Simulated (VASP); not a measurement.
# C (C2/m) in VASP: further runs

The runs below take C through single point, with PBEsol.

All numbers are computed with VASP 6.6.1; they aren't measurements. Logs are shortened: lines on timing, memory, paths and dates and some standing lists are left out, and cuts for length are marked.

## (1) The cell of the first run

It takes space group C2/m (No. 12, monoclinic). The conventional cell has a = 4.255 Å, b = 2.457 Å, c = 3.765 Å, α = 90.00°, β = 111.49°, γ = 90.00°. Within 1.9 Å of C (site symmetry m) lie 3 C at 1.42 Å.

## (2) Single point, PBEsol

Contents of INCAR:

```
SYSTEM = C
ALGO     = Normal         ! electronic algorithm
EDIFF    = 1E-6           ! SCF threshold, eV
ENCUT    = 600            ! plane-wave cutoff, eV
GGA      = PS             ! functional
GGA_COMPAT= .FALSE.      
ISIF     = 2              ! what is computed and relaxed
ISMEAR   = 1              ! smearing method
LASPH    = .TRUE.         ! aspherical terms in the spheres
LCHARG   = .FALSE.        ! write CHGCAR
LREAL    = .FALSE.        ! projectors in reciprocal space
LWAVE    = .FALSE.        ! write WAVECAR
NBANDS   = 11             ! bands
NELM     = 120            ! most SCF steps
PREC     = Accurate       ! precision mode
SIGMA    = 0.2            ! smearing width, eV
```

Contents of KPOINTS:

```
k-points
0
G
  4 4 2
  0 0 0
```

Contents of POSCAR:

```
C
1.0
    2.1273203100     -1.2282824400      0.0000000000
    2.1273203100      1.2282824400      0.0000000000
   -1.3790696300      0.0000000000      3.5028300800
C
2
Direct
    0.8333555296      0.8333555296      0.0000930391
    0.1666444704      0.1666444704      0.9999069609
```

Potentials or basis: VASP PAW PBE potentials, release 64 (C).

Launch:

```bash
cat potpaw_PBE.64/C/POTCAR > POTCAR
mpirun -np 1 vasp_std > vasp.out
```

OUTCAR:

```text
SYSTEM = C
   EDIFF = 1E-6
   ENCUT = 600
   GGA = PS
   ISIF = 2
   ISMEAR = 1
   LASPH = .TRUE.
   LREAL = .FALSE.
   NELM = 120
   PREC = Accurate

 ion  position               nearest neighbor table
   1  0.833  0.833  0.000-   2 1.42   2 1.42   2 1.42
   2  0.167  0.167  1.000-   1 1.42   1 1.42   1 1.42

  LATTYP: Found a base centered monoclinic cell.
 ALAT       =     4.2546406200
 B/A-ratio  =     0.5773848133
 C/A-ratio  =     0.8848045588
 COS(beta)  =    -0.3663329311

  Lattice vectors:

 A1 = (   2.1273203100,  -1.2282824400,   0.0000000000)
 A2 = (   2.1273203100,   1.2282824400,   0.0000000000)
 A3 = (  -1.3790696300,   0.0000000000,   3.5028300800)

Analysis of symmetry for initial positions (statically):
=====================================================================
 Subroutine PRICEL returns:
 Original cell was already a primitive cell.

 Routine SETGRP: Setting up the symmetry group for a
 base centered monoclinic supercell.

 Subroutine GETGRP returns: Found  4 space group operations
 (whereof  4 operations were pure point group operations)
 out of a pool of  4 trial point group operations.

The static configuration has the point symmetry C_2h.

Analysis of symmetry for dynamics (positions and initial velocities):
=====================================================================
 Subroutine PRICEL returns:
 Original cell was already a primitive cell.

 Routine SETGRP: Setting up the symmetry group for a
 base centered monoclinic supercell.

 Subroutine GETGRP returns: Found  4 space group operations
 (whereof  4 operations were pure point group operations)
 out of a pool of  4 trial point group operations.

The dynamic configuration has the point symmetry C_2h.

 Subroutine INISYM returns: Found  4 space group operations
 (whereof  4 operations are pure point group operations),
 and found     1 'primitive' translations

----------------------------------------------------------------------------------------

                                     Primitive cell

  volume of cell :      18.3054

  direct lattice vectors                    reciprocal lattice vectors
     2.127320310 -1.228282440  0.000000000     0.235037478 -0.407072497  0.092534619
     2.127320310  1.228282440  0.000000000     0.235037478  0.407072497  0.092534619
    -1.379069630  0.000000000  3.502830080     0.000000000  0.000000000  0.285483445

  length of vectors
     2.456454651  2.456454651  3.764525417     0.479075453  0.479075453  0.285483445

  position of ions in fractional coordinates (direct lattice)
     0.833355530  0.833355530  0.000093039
     0.166644470  0.166644470  0.999906961

  ion indices of the primitive-cell ions
   primitive index   ion index
                 1           1
                 2           2

----------------------------------------------------------------------------------------

 KPOINTS: k-points

Automatic generation of k-mesh.
 Grid dimensions read from file:
 generate k-points for:    4    4    2

 Generating k-lattice:

  Cartesian coordinates                     Fractional coordinates (reciprocal lattice)
     0.058759369 -0.101768124  0.023133655     0.250000000  0.000000000 -0.000000000
     0.058759369  0.101768124  0.023133655     0.000000000  0.250000000 -0.000000000
     0.000000000  0.000000000  0.142741723     0.000000000  0.000000000  0.500000000

  Length of vectors
     0.119768863  0.119768863  0.142741723

  Shift w.r.t. Gamma in fractional coordinates (k-lattice)
     0.000000000  0.000000000  0.000000000

 Subroutine IBZKPT returns following result:
 ===========================================

 Found     14 irreducible k-points:

 Following reciprocal coordinates:
            Coordinates               Weight
  0.000000  0.000000  0.000000      1.000000
  0.250000  0.000000  0.000000      4.000000
  0.500000  0.000000  0.000000      2.000000
  0.250000  0.250000  0.000000      2.000000
  0.500000  0.250000  0.000000      4.000000
 -0.250000  0.250000  0.000000      2.000000
  0.500000  0.500000  0.000000      1.000000
  0.000000  0.000000  0.500000      1.000000
  0.250000  0.000000  0.500000      4.000000
  0.500000  0.000000  0.500000      2.000000
  0.250000  0.250000  0.500000      2.000000
  0.500000  0.250000  0.500000      4.000000
 -0.250000  0.250000  0.500000      2.000000
  0.500000  0.500000  0.500000      1.000000
   k-points           NKPTS =     14   k-points in BZ     NKDIM =     14   number of bands    NBANDS=     11
   number of dos      NEDOS =    301   number of ions     NIONS =      2
   total plane-waves  NPLWV =  12000
   dimension x,y,z NGX =    20 NGY =   20 NGZ =   30
   dimension x,y,z NGXF=    40 NGYF=   40 NGZF=   60
   ions per type =               2
   NGX,Y,Z   is equivalent  to a cutoff of  13.54, 13.54, 13.25 a.u.
   NGXF,Y,Z  is equivalent  to a cutoff of  27.07, 27.07, 26.50 a.u.
 SYSTEM =  C
   PREC   = accura    normal or accurate (medium, high low for compatibility)
   ISTART =      0    job   : 0-new  1-cont  2-samecut
   ICHARG =      2    charge: 1-file 2-atom 10-const
   ISPIN  =      1    spin polarized calculation?
   LNONCOLLINEAR =      F non collinear calculations
   LSORBIT =      F    spin-orbit coupling
   LASPH  =      T    aspherical Exc in radial PAW
   ENCUT  =  600.0 eV  44.10 Ry    6.64 a.u.   4.91  4.91  7.52*2*pi/ulx,y,z
   NELM   =    120;   NELMIN=  2; NELMDL= -5     # of ELM steps
   EDIFF  = 0.1E-05   stopping-criterion for ELM
   LREAL  =      F    real-space projection
   EDIFFG = 0.1E-04   stopping-criterion for IOM
   NSW    =      0    number of steps for IOM
   IBRION =     -1    ionic relax: 0-MD 1-quasi-New 2-CG
   NFREE  =      0    steps in history (QN), initial steepest desc. (CG)
   ISIF   =      2    stress and relaxation
   ISYM   =      2    0-nonsym 1-usesym 2-fastsym
   POTIM  = 0.5000    time-step for ionic-motion
   TEBEG  =    0.0;   TEEND  =   0.0 temperature during run
   PSTRESS=    0.0 pullay stress
   NELECT =       8.0000    total number of electrons
   NUPDOWN=      -1.0000    fix difference up-down
   EMIN   =  10.00;   EMAX   =-10.00  energy-range for DOS
   EFERMI =   0.00;   METHOD = LEGACY
   ISMEAR =     1;   SIGMA  =   0.20  broadening in eV -4-tet -1-fermi 0-gaus
   EFERMI_NEDOS =   21; number of points for ismear=-14 and -15
   IALGO  =     38    algorithm
   IMIX   =      4    mixing-type and parameters
     AMIX     =   0.40;   BMIX     =  1.00
     AMIX_MAG =   1.60;   BMIX_MAG =  1.00
  volume/ion in A,a.u.               =       9.15        61.77
  Fermi-wavevector in a.u.,A,eV,Ry     =   1.242352  2.347705 20.999765  1.543439
  Thomas-Fermi vector in A             =   2.376710
   LORBIT       =      0    0 simple, 1 ext, 2 COOP (PROOUT), +10 PAW based schemes
   GGA     = PS    functional components
   LHFCALC =     F    Hartree Fock is set to
   AEXX    =    0.0000 exact exchange contribution
   IVDW    =     0    specifies the selected vdW correction
   LEPSILON=     F    determine dielectric tensor
   LRPA    =     F    only Hartree local field effects (RPA)
 non-spin polarized calculation
 Methfessel and Paxton  Order N= 1 SIGMA  =   0.20
  energy-cutoff  :      600.00
  volume of cell :       18.31
 maximum number of plane-waves:       618
   NGX =  9   NGY =  9   NGZ = 15

 number of electron       8.0000000 magnetization

 Free energy of the ion-electron system (eV)
  ---------------------------------------------------
  ext. energy  EPLUGINS =         0.00000000
  ---------------------------------------------------
  free energy    TOTEN  =       -19.30716441 eV

  energy without entropy =      -19.30915051  energy(sigma->0) =      -19.30782644

 E-fermi :   2.3683     XC(G=0): -10.2537

 val. band max:        2.2287942887   @ k =   0.5000   0.0000   0.0000
 cond. band min:       5.6199093529   @ k =   0.5000   0.0000   0.5000
 fundamental gap:      3.3911150641
 Fermi energy:         2.3682653128

 k-point     1 :       0.0000    0.0000    0.0000
  band No.  band energies     occupation
      1     -15.3515      2.00000
      2      -2.5602      2.00000
      3       1.3454      2.00000
      4       1.3494      2.00000
      5       7.9994      0.00000
      6      12.7129      0.00000
      7      12.7150      0.00000
      8      15.8458      0.00000
      9      17.2745      0.00000
     10      26.8183      0.00000
     11      28.3168      0.00000

 k-point     2 :       0.2500    0.0000    0.0000
  band No.  band energies     occupation
      1     -13.8521      2.00000
      2      -3.0760      2.00000
      3      -0.9853      2.00000
      4      -0.6910      2.00000
      5      10.0981      0.00000
      6      11.6250      0.00000
      7      12.5647      0.00000
      8      17.8665      0.00000
      9      19.6894      0.00000
     10      23.5099      0.00000
     11      26.7397      0.00000

 k-point     3 :       0.5000    0.0000    0.0000
  band No.  band energies     occupation
      1      -9.9537      2.00000
      2      -9.0099      2.00000
      3      -2.0740      2.00000
      4       2.2288      1.91789
      5       6.2647     -0.00000
      6      11.9349      0.00000
      7      15.7808      0.00000
      8      16.2306      0.00000
      9      22.2437      0.00000
     10      24.4523      0.00000
     11      24.5949      0.00000

 k-point     4 :       0.2500    0.2500    0.0000
  band No.  band energies     occupation
      1     -13.8184      2.00000
      2      -3.0404      2.00000
      3      -1.2826      2.00000
      4      -0.7146      2.00000
      5      10.7694      0.00000
      6      11.4688      0.00000
      7      12.4584      0.00000
      8      17.8624      0.00000
      9      20.0773      0.00000
     10      22.9866      0.00000
     11      28.6596      0.00000

 k-point     5 :       0.5000    0.2500    0.0000
  band No.  band energies     occupation
      1     -10.9237      2.00000
      2      -6.1664      2.00000
      3      -4.6926      2.00000
      4       1.5445      2.00000
      5       7.1607      0.00000
      6      14.4965      0.00000
      7      16.4389      0.00000
      8      17.3363      0.00000
      9      18.3673      0.00000
     10      23.0138      0.00000
     11      26.9967      0.00000
[... 71 lines left out ...]
 k-point    11 :       0.2500    0.2500    0.5000
  band No.  band energies     occupation
      1     -13.7143      2.00000
      2      -3.1083      2.00000
      3      -2.0567      2.00000
      4      -0.6988      2.00000
      5      11.8605      0.00000
      6      12.4234      0.00000
      7      13.5616      0.00000
      8      17.8456      0.00000
      9      19.3241      0.00000
     10      23.3599      0.00000
     11      26.8404      0.00000

 k-point    12 :       0.5000    0.2500    0.5000
  band No.  band energies     occupation
      1     -10.9168      2.00000
      2      -6.1639      2.00000
      3      -4.6909      2.00000
      4       1.4912      2.00000
      5       7.1393      0.00000
      6      14.5529      0.00000
      7      16.4696      0.00000
      8      17.3496      0.00000
      9      18.4365      0.00000
     10      23.0843      0.00000
     11      26.8063      0.00000

 k-point    13 :      -0.2500    0.2500    0.5000
  band No.  band energies     occupation
      1     -10.8398      2.00000
      2      -6.1884      2.00000
      3      -4.7101      2.00000
      4       0.9671      2.00000
      5       7.3743      0.00000
      6      15.4016      0.00000
      7      16.4003      0.00000
      8      17.1042      0.00000
      9      21.5395      0.00000
     10      22.9541      0.00000
     11      24.3788      0.00000

 k-point    14 :       0.5000    0.5000    0.5000
  band No.  band energies     occupation
      1      -9.9474      2.00000
      2      -9.0037      2.00000
      3      -2.0758      2.00000
      4       2.1835      2.03055
      5       6.2084     -0.00000
      6      11.9328      0.00000
      7      15.8697      0.00000
      8      16.3828      0.00000
      9      22.2926      0.00000
     10      24.4533      0.00000
     11      24.5885      0.00000

------------------------ aborting loop because EDIFF is reached ----------------------------------------

  FORCE on cell =-STRESS in cart. coord.  units (eV):
  Direction    XX          YY          ZZ          XY          YZ          ZX
  --------------------------------------------------------------------------------------
  -------------------------------------------------------------------------------------
  Total        0.0800200      0.0418737      0.2002042      0.0000000      0.0000000     -0.0852676
  in kB        7.0037237      3.6649821     17.5228005      0.0000000      0.0000000     -7.4630207
  external PRESSURE =       9.3971688 kB  Pullay stress =       0.0000000 kB

 VOLUME and BASIS-vectors are now :
 -----------------------------------------------------------------------------
  energy-cutoff  :      600.00
  volume of cell :       18.31
      direct lattice vectors                 reciprocal lattice vectors
     2.127320310 -1.228282440  0.000000000     0.235037478 -0.407072497  0.092534619
     2.127320310  1.228282440  0.000000000     0.235037478  0.407072497  0.092534619
    -1.379069630  0.000000000  3.502830080     0.000000000  0.000000000  0.285483445

 POSITION                                       TOTAL-FORCE (eV/Angst)
 -----------------------------------------------------------------------------------
      3.54550      0.00000      0.00033         0.012598      0.000000     -0.019239
     -0.66993      0.00000      3.50250        -0.012598      0.000000      0.019239
 -----------------------------------------------------------------------------------
    total drift:                                0.000000      0.000000      0.000000

  FREE ENERGIE OF THE ION-ELECTRON SYSTEM (eV)
  ---------------------------------------------------
  free  energy   TOTEN  =       -19.3071644058 eV

  energy  without entropy=      -19.3091505096  energy(sigma->0) =      -19.30782644
```

It took 4.2 s on 1 thread of AMD EPYC 7R13 (Zen 3), shared host; peak memory 0.09 GiB.

What came out:

| Property | Result |
| --- | --- |
| Free energy | -19.3072 eV |
| Pressure | 0.9 GPa |
| Largest force | 0.023 eV/Å |
| Band gap on the k mesh | 3.39 eV, indirect (least direct gap 3.99 eV) |

Forces on the atoms (eV/Å):
```
C    0.013  0.000 -0.019
C   -0.013  0.000  0.019
```

Caveat: the k points lie up to 0.90 Å⁻¹ apart; the PAW data sets were made with another functional, which shifts forces and pressure a little; this functional lacks dispersion, which binds the layers, so the pressure and a relaxed spacing across them are unreliable.

## (3) Single point, PBEsol

Contents of INCAR:

```
PREC     = Accurate       # precision mode
ENCUT    = 600            # plane-wave cutoff, eV
EDIFF    = 1E-6           # SCF threshold, eV
ISMEAR   = 1              # smearing method
SIGMA    = 0.2            # smearing width, eV
LREAL    = False          # projectors in reciprocal space
LASPH    = True           # aspherical terms in the spheres
NELM     = 120            # most SCF steps
ALGO     = Normal         # electronic algorithm
ISIF     = 2              # what is computed and relaxed
LWAVE    = False          # write WAVECAR
LCHARG   = False          # write CHGCAR
GGA      = PS             # functional
NBANDS   = 11             # bands
GGA_COMPAT= False
```

Contents of KPOINTS:

```
Automatic mesh
0
Gamma
  5 5 3
```

POSCAR is that of step 2.

Potentials or basis: VASP PAW PBE potentials, release 64 (C).

Launch:

```bash
cat potpaw_PBE.64/C/POTCAR > POTCAR
mpirun -np 1 vasp_std > vasp.out
```

It used 4.9 s of CPU time on 1 thread of AMD EPYC 7R13 Processor (Zen 3) (shared host).

It converged, with:

* Free energy: -19.2713 eV
* Pressure: 1.3 GPa
* Largest force: 0.027 eV/Å
* Band gap on the k mesh: 2.50 eV, indirect (least direct gap 2.70 eV)

Forces in eV/Å, atoms in the order of the input:
```
C   -0.027  0.000  0.000
C    0.027  0.000  0.000
```

Stress tensor (GPa, compression positive):
```
 2.43  0.00  0.02
 0.00  1.71  0.00
 0.02  0.00 -0.38
```

Levels at points of the mesh, in eV from the valence-band top:
```tsv
k point	band 2	band 3	band 4	band 5	band 6	band 7
(0.00, 0.00, 0.00)	-5.57	-1.68	-1.68	4.99	9.69	9.69
```

Caveat: the k points lie up to 0.60 Å⁻¹ apart; the PAW data sets were made with another functional, which shifts forces and pressure a little; this functional lacks dispersion, which binds the layers, so the pressure and a relaxed spacing across them are unreliable.

(Part 1 of 2 ends here.)
